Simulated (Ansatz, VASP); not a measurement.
# Ag2Sb: VASP beside Ansatz

```
CELL_PARAMETERS angstrom
4.90868 0.00000 0.00000
-2.45434 4.25104 0.00000
0.00000 0.00000 3.00902
ATOMIC_POSITIONS crystal
Ag 0.33333 0.66667 0.50000
Ag 0.66667 0.33333 0.50000
Sb 0.00000 0.00000 0.00000
```

Alike in both runs: task single point; functional PBE; k mesh 6 × 6 × 6; occupations gaussian, width 0.1 eV; no spin polarisation.

```csv
,VASP,Ansatz
version,VASP 6.6.1,Ansatz 0.2.0
potentials or method,"VASP PAW PBE potentials, release 64 (Ag, Sb), cutoff 520 eV","scalar-relativistic, plane waves, PAW"
valence electrons in the cell,27,53
```

VASP gave:

```
gap on the k mesh at the Fermi level (eV)                     : none
pressure (GPa)                                                : 1.6
traceless stress, the component that is largest in VASP (GPa) : -0.69
```

Task: Which values does Ansatz return?

Result: gap on the k mesh at the Fermi level (eV): none; pressure (GPa): 1.7; traceless stress, the component that is largest in VASP (GPa): -0.73.

A gap of «none» marks a metal or a gap that the smearing closes. VASP's potentials hold 27 valence electrons a cell and Ansatz's 53, so a difference there can come from the potentials and not from the codes.

Neither program's run includes spin-orbit coupling.
